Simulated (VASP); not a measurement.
# MgTe (P6_3mc) in VASP: single point with PBE0

Aim: the single point of MgTe with PBE0.

Everything below comes from runs of VASP 6.6.1. Logs are shortened: lines on timing, memory, paths and dates and some standing lists are left out, and cuts for length are marked.

**1. The cell of the first run**

Symmetry: P6_3mc, No. 186, hexagonal system. Conventional cell: a = 4.578 Å, b = 4.578 Å, c = 7.455 Å, α = 90.00°, β = 90.00°, γ = 120.00°. Within 3.7 Å of Mg (site symmetry 3m) lie 4 Te at 2.80 Å. Te (site symmetry 3m) has 4 Mg at 2.80 Å within 3.7 Å.

**2. Single point, PBE0**

POSCAR reads:

```
MgTe
1.0
    4.5776356442      0.0000000000      0.0000000000
   -2.2888178221      3.9643487572      0.0000000000
    0.0000000000      0.0000000000      7.4550892655
Mg Te
2 2
Direct
    0.3333333333      0.6666666667     -0.0006080517
    0.6666666667      0.3333333333      0.4993919483
    0.3333333333      0.6666666667      0.3756080517
    0.6666666667      0.3333333333      0.8756080517
```

INCAR.step1 reads:

```
ALGO     = Normal         # electronic algorithm
EDIFF    = 1E-5           # SCF threshold, eV
ENCUT    = 520            # plane-wave cutoff, eV
GGA      = PE             # functional
GGA_COMPAT= False        
ISIF     = 2              # what is computed and relaxed
ISMEAR   = 0              # smearing method
LASPH    = True           # aspherical terms in the spheres
LREAL    = False          # projectors in reciprocal space
LWAVE    = True           # write WAVECAR
NBANDS   = 16             # bands
NELM     = 120            # most SCF steps
PREC     = Accurate       # precision mode
SIGMA    = 0.01           # smearing width, eV
```

INCAR.step2 reads:

```
AEXX     = 0.25           # exact-exchange fraction
ALGO     = Normal         # electronic algorithm
EDIFF    = 1E-6           # SCF threshold, eV
ENCUT    = 520            # plane-wave cutoff, eV
GGA      = PE             # functional
GGA_COMPAT= False        
ISIF     = 2              # what is computed and relaxed
ISMEAR   = 0              # smearing method
ISTART   = 1            
LASPH    = True           # aspherical terms in the spheres
LCHARG   = True           # write CHGCAR
LELF     = True           # ELF
LHFCALC  = True           # exact exchange
LREAL    = False          # projectors in reciprocal space
LVHAR    = True         
LWAVE    = False          # write WAVECAR
NBANDS   = 16             # bands
NELM     = 120            # most SCF steps
PREC     = Accurate       # precision mode
PRECFOCK = Normal       
SIGMA    = 0.01           # smearing width, eV
```

KPOINTS reads:

```
k-points
0
Gamma
  6 6 2
```

Potentials or basis: VASP PAW PBE potentials, release 64 (Mg, Te).

Command:

```console
$ cat potpaw_PBE.64/Mg/POTCAR potpaw_PBE.64/Te/POTCAR > POTCAR
$ cp INCAR.step1 INCAR
$ mpirun -np 1 vasp_std > vasp.out
$ cp INCAR.step2 INCAR
$ mpirun -np 1 vasp_std > vasp.out
```

OUTCAR:

```text
AEXX = 0.25
   EDIFF = 1E-6
   ENCUT = 520
   GGA = PE
   ISIF = 2
   ISMEAR = 0
   ISTART = 1
   LASPH = True
   LHFCALC = True
   LREAL = False
   NELM = 120
   PREC = Accurate
   PRECFOCK = Normal

 ion  position               nearest neighbor table
   1  0.333  0.667  0.999-   4 2.80   4 2.80   4 2.80   3 2.80
   2  0.667  0.333  0.499-   3 2.80   3 2.80   3 2.80   4 2.80
   3  0.333  0.667  0.376-   2 2.80   2 2.80   2 2.80   1 2.80
   4  0.667  0.333  0.876-   1 2.80   1 2.80   1 2.80   2 2.80

  LATTYP: Found a hexagonal cell.
 ALAT       =     4.5776356442
 C/A-ratio  =     1.6285894826

  Lattice vectors:

 A1 = (   4.5776356442,   0.0000000000,   0.0000000000)
 A2 = (  -2.2888178221,   3.9643487572,   0.0000000000)
 A3 = (   0.0000000000,   0.0000000000,   7.4550892655)

Analysis of symmetry for initial positions (statically):
=====================================================================
 Subroutine PRICEL returns:
 Original cell was already a primitive cell.

 Routine SETGRP: Setting up the symmetry group for a
 hexagonal supercell.

 Subroutine GETGRP returns: Found 12 space group operations
 (whereof  6 operations were pure point group operations)
 out of a pool of 24 trial point group operations.

The static configuration has the point symmetry C_3v.
 The point group associated with its full space group is C_6v.

Analysis of symmetry for dynamics (positions and initial velocities):
=====================================================================
 Subroutine PRICEL returns:
 Original cell was already a primitive cell.

 Routine SETGRP: Setting up the symmetry group for a
 hexagonal supercell.

 Subroutine GETGRP returns: Found 12 space group operations
 (whereof  6 operations were pure point group operations)
 out of a pool of 24 trial point group operations.

The dynamic configuration has the point symmetry C_3v.
 The point group associated with its full space group is C_6v.

 Subroutine INISYM returns: Found 12 space group operations
 (whereof  6 operations are pure point group operations),
 and found     1 'primitive' translations

----------------------------------------------------------------------------------------

                                     Primitive cell

  volume of cell :     135.2901

  direct lattice vectors                    reciprocal lattice vectors
     4.577635644  0.000000000  0.000000000     0.218453385  0.126124120  0.000000000
    -2.288817822  3.964348757  0.000000000     0.000000000  0.252248241  0.000000000
     0.000000000  0.000000000  7.455089265     0.000000000  0.000000000  0.134136556

  length of vectors
     4.577635644  4.577635644  7.455089265     0.252248241  0.252248241  0.134136556

  position of ions in fractional coordinates (direct lattice)
     0.333333333  0.666666667  0.999391948
     0.666666667  0.333333333  0.499391948
     0.333333333  0.666666667  0.375608052
     0.666666667  0.333333333  0.875608052

  ion indices of the primitive-cell ions
   primitive index   ion index
                 1           1
                 2           2
                 3           3
                 4           4

----------------------------------------------------------------------------------------

 KPOINTS: k-points

Automatic generation of k-mesh.
 Grid dimensions read from file:
 generate k-points for:    6    6    2

 Generating k-lattice:

  Cartesian coordinates                     Fractional coordinates (reciprocal lattice)
     0.036408897  0.021020687  0.000000000     0.166666667  0.000000000  0.000000000
     0.000000000  0.042041373  0.000000000     0.000000000  0.166666667  0.000000000
     0.000000000  0.000000000  0.067068278     0.000000000  0.000000000  0.500000000

  Length of vectors
     0.042041373  0.042041373  0.067068278

  Shift w.r.t. Gamma in fractional coordinates (k-lattice)
     0.000000000  0.000000000  0.000000000

 Subroutine IBZKPT returns following result:
 ===========================================

 Found     14 irreducible k-points:

 Following reciprocal coordinates:
            Coordinates               Weight
  0.000000  0.000000  0.000000      1.000000
  0.166667  0.000000  0.000000      6.000000
  0.333333  0.000000  0.000000      6.000000
  0.500000  0.000000  0.000000      3.000000
  0.166667  0.166667  0.000000      6.000000
  0.333333  0.166667  0.000000     12.000000
  0.333333  0.333333  0.000000      2.000000
  0.000000  0.000000  0.500000      1.000000
  0.166667  0.000000  0.500000      6.000000
  0.333333  0.000000  0.500000      6.000000
  0.500000  0.000000  0.500000      3.000000
  0.166667  0.166667  0.500000      6.000000
  0.333333  0.166667  0.500000     12.000000
  0.333333  0.333333  0.500000      2.000000
   k-points           NKPTS =     14   k-points in BZ     NKDIM =     72   number of bands    NBANDS=     16
   number of dos      NEDOS =    301   number of ions     NIONS =      4
   total plane-waves  NPLWV =  72576
   dimension x,y,z NGX =    36 NGY =   36 NGZ =   56
   dimension x,y,z NGXF=    72 NGYF=   72 NGZF=  112
   ions per type =               2   2
   NGX,Y,Z   is equivalent  to a cutoff of  13.07, 13.07, 12.49 a.u.
   NGXF,Y,Z  is equivalent  to a cutoff of  26.15, 26.15, 24.98 a.u.
 SYSTEM =  unknown system
   PREC   = accura    normal or accurate (medium, high low for compatibility)
   ISTART =      1    job   : 0-new  1-cont  2-samecut
   ICHARG =      0    charge: 1-file 2-atom 10-const
   ISPIN  =      1    spin polarized calculation?
   LNONCOLLINEAR =      F non collinear calculations
   LSORBIT =      F    spin-orbit coupling
   LASPH  =      T    aspherical Exc in radial PAW
   ENCUT  =  520.0 eV  38.22 Ry    6.18 a.u.   8.51  8.51 13.86*2*pi/ulx,y,z
   NELM   =    120;   NELMIN=  2; NELMDL=  0     # of ELM steps
   EDIFF  = 0.1E-05   stopping-criterion for ELM
   LREAL  =      F    real-space projection
   EDIFFG = 0.1E-04   stopping-criterion for IOM
   NSW    =      0    number of steps for IOM
   IBRION =     -1    ionic relax: 0-MD 1-quasi-New 2-CG
   NFREE  =      0    steps in history (QN), initial steepest desc. (CG)
   ISIF   =      2    stress and relaxation
   ISYM   =      3    0-nonsym 1-usesym 2-fastsym
   POTIM  = 0.5000    time-step for ionic-motion
   TEBEG  =    0.0;   TEEND  =   0.0 temperature during run
   PSTRESS=    0.0 pullay stress
   NELECT =      16.0000    total number of electrons
   NUPDOWN=      -1.0000    fix difference up-down
   EMIN   =  10.00;   EMAX   =-10.00  energy-range for DOS
   EFERMI =   0.00;   METHOD = LEGACY
   ISMEAR =     0;   SIGMA  =   0.01  broadening in eV -4-tet -1-fermi 0-gaus
   EFERMI_NEDOS =   21; number of points for ismear=-14 and -15
   IALGO  =     38    algorithm
   IMIX   =      1    mixing-type and parameters
     AMIX     =   0.40;   BMIX     =  1.00
     AMIX_MAG =   1.60;   BMIX_MAG =  1.00
  volume/ion in A,a.u.               =      33.82       228.25
  Fermi-wavevector in a.u.,A,eV,Ry     =   0.803575  1.518536  8.785718  0.645732
  Thomas-Fermi vector in A             =   1.911468
   LORBIT       =      0    0 simple, 1 ext, 2 COOP (PROOUT), +10 PAW based schemes
   GGA     = PE    functional components
   LHFCALC =     T    Hartree Fock is set to
   PRECFOCK=normal    Normal, Fast or Accurate (Low or Medium for compatibility)
   ENCUT4O =  -1.0   cutoff for four orbital integrals eV
   NKREDX  =     1    reduce k-point grid by
   NKREDY  =     1    reduce k-point grid by
   NKREDZ  =     1    reduce k-point grid by
   AEXX    =    0.2500 exact exchange contribution
   HFSCREEN=    0.0000 screening length (either q_TF or 0.3 A-1)
   HFSCREENC=   0.0000 screening length for correlation (either q_TF or 0.3 A-1)
   ENCUTFOCK=  -1.0 apply spherical cutoff to Coloumb kernel
   IVDW    =     0    specifies the selected vdW correction
   LEPSILON=     F    determine dielectric tensor
   LRPA    =     F    only Hartree local field effects (RPA)
 non-spin polarized calculation
 Gauss-broadening in eV      SIGMA  =   0.01
  energy-cutoff  :      520.00
  volume of cell :      135.29
 maximum number of plane-waves:      3670
 NGX is ok and might be reduce to    36
  NGX = 28; NGY = 28; NGZ = 42

 number of electron      16.0000001 magnetization

 Free energy of the ion-electron system (eV)
  ---------------------------------------------------
  ext. energy  EPLUGINS =         0.00000000
  ---------------------------------------------------
  free energy    TOTEN  =       -16.19781368 eV

  energy without entropy =      -16.19781368  energy(sigma->0) =      -16.19781368

 E-fermi :   1.0640     XC(G=0):  -6.2153

 val. band max:        0.9700555950   @ k =   0.0000   0.0000   0.0000
 cond. band min:       4.8311592965   @ k =   0.0000   0.0000   0.0000
 fundamental gap:      3.8611037015
 Fermi energy:         1.0639999072

 k-point     1 :       0.0000    0.0000    0.0000
  band No.  band energies     occupation
      1     -10.2332      2.00000
      2      -9.5501      2.00000
      3      -2.6164      2.00000
      4       0.4342      2.00000
      5       0.4342      2.00000
      6       0.9546      2.00000
[... 8 lines left out ...]
     15       8.8922      0.00000
     16       9.8843      0.00000

 k-point     2 :       0.1667    0.0000    0.0000
  band No.  band energies     occupation
      1     -10.1024      2.00000
      2      -9.4787      2.00000
      3      -2.4239      2.00000
      4      -0.4764      2.00000
      5      -0.0175      2.00000
      6       0.1832      2.00000
[... 8 lines left out ...]
     15       8.9188      0.00000
     16       9.4553      0.00000

 k-point     3 :       0.3333    0.0000    0.0000
  band No.  band energies     occupation
      1      -9.7880      2.00000
      2      -9.3529      2.00000
      3      -2.1234      2.00000
      4      -1.5456      2.00000
      5      -1.2762      2.00000
      6      -0.2113      2.00000
[... 8 lines left out ...]
     15       9.6191      0.00000
     16      10.6171      0.00000
[... 172 lines left out ...]
 k-point    13 :       0.3333    0.1667    0.5000
  band No.  band energies     occupation
      1      -9.4509      2.00000
      2      -9.4509      2.00000
      3      -2.3209      2.00000
      4      -2.3209      2.00000
      5      -0.5951      2.00000
      6      -0.5951      2.00000
[... 8 lines left out ...]
     15      10.1187      0.00000
     16      10.1187      0.00000

 k-point    14 :       0.3333    0.3333    0.5000
  band No.  band energies     occupation
      1      -9.3843      2.00000
      2      -9.3843      2.00000
      3      -2.2766      2.00000
      4      -2.2766      2.00000
      5      -1.1470      2.00000
      6      -1.1470      2.00000
[... 8 lines left out ...]
     15       9.9959      0.00000
     16       9.9959      0.00000

------------------------ aborting loop because EDIFF is reached ----------------------------------------

  FORCE on cell =-STRESS in cart. coord.  units (eV):
  Direction    XX          YY          ZZ          XY          YZ          ZX
  --------------------------------------------------------------------------------------
  -------------------------------------------------------------------------------------
  Total       -0.2511274     -0.2511274     -0.2618983      0.0000000      0.0000000     -0.0000000
  in kB       -2.9739853     -2.9739853     -3.1015398      0.0000000      0.0000000     -0.0000000
  external PRESSURE =      -3.0165035 kB  Pullay stress =       0.0000000 kB

 VOLUME and BASIS-vectors are now :
 -----------------------------------------------------------------------------
  energy-cutoff  :      520.00
  volume of cell :      135.29
      direct lattice vectors                 reciprocal lattice vectors
     4.577635644  0.000000000  0.000000000     0.218453385  0.126124120  0.000000000
    -2.288817822  3.964348757  0.000000000     0.000000000  0.252248241  0.000000000
     0.000000000  0.000000000  7.455089265     0.000000000  0.000000000  0.134136556

 POSITION                                       TOTAL-FORCE (eV/Angst)
 -----------------------------------------------------------------------------------
     -0.00000      2.64290      7.45056         0.000000     -0.000000     -0.001520
      2.28882      1.32145      3.72301         0.000000      0.000000     -0.001520
     -0.00000      2.64290      2.80019        -0.000000      0.000000      0.001520
      2.28882      1.32145      6.52774         0.000000     -0.000000      0.001520
 -----------------------------------------------------------------------------------
    total drift:                               -0.000000     -0.000000      0.000639

  FREE ENERGIE OF THE ION-ELECTRON SYSTEM (eV)
  ---------------------------------------------------
  free  energy   TOTEN  =       -16.1978136775 eV

  energy  without entropy=      -16.1978136775  energy(sigma->0) =      -16.19781368
```

It took 28 min on 1 thread of Intel Xeon Platinum 8259CL at 2.50GHz (Skylake/Cascade Lake), shared host; peak memory 0.31 GiB.

What came out:

```yaml
Free_energy: -16.1978 eV
Pressure: -0.3 GPa
Band_gap_on_the_k_mesh: 3.86 eV
```

Levels at points of the mesh, in eV from the valence-band top:
```csv
k point,band 6,band 7,band 8,band 9,band 10,band 11
"(0.00, 0.00, 0.00)",-0.02,0.00,0.00,3.86,4.44,6.89
"(0.50, 0.00, 0.00)",-1.35,-1.08,-0.49,4.62,5.37,5.76
"(0.00, 0.00, 0.50)",-0.28,-0.28,-0.28,4.94,4.94,7.15
"(0.50, 0.00, 0.50)",-0.98,-0.97,-0.97,4.67,4.67,5.80
```

Caveat: the k points lie up to 0.42 Å⁻¹ apart; the PAW data sets were made with another functional, which shifts forces and pressure a little; spin-orbit coupling is left out, which moves the levels of the heavy elements.
